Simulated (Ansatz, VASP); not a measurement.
One calculation of Ni, two programs

```xyz
1
Lattice="0.0000 1.7376 1.7376 1.7376 0.0000 1.7376 1.7376 1.7376 0.0000" Properties=species:S:1:pos:R:3 pbc="T T T"
Ni    0.0000    0.0000    0.0000
```

Alike in both runs: task single point; functional PBE; k mesh 11 × 11 × 11; occupations fermi-dirac, width 0.05 eV; collinear spin; fixed moment 1.5 μB.

|  | VASP | Ansatz |
| --- | --- | --- |
| version | VASP 6.6.1 | Ansatz 0.2.0 |
| potentials or method | VASP PAW PBE potentials, release 64 (Ni_sv_GW) | Ansatz PAW |
| plane-wave cutoff (eV) | 690 | 420 |
| valence electrons in the cell | 18 | 18 |

Ansatz gave:

```
pressure (GPa)                                                : 21.2
net moment per atom (μB)                                      : 1.50
size of the moment on the site where the two differ most (μB) : 1.42
```

Question: Estimate VASP's values.

Answer: Pressure (GPa): 19.9; net moment per atom (μB): 1.50; size of the moment on the site where the two differ most (μB): 1.43.

Site moments also hang on the region over which each program counts them. The functional is the same, so the differences come from potentials, cutoffs and numerics.
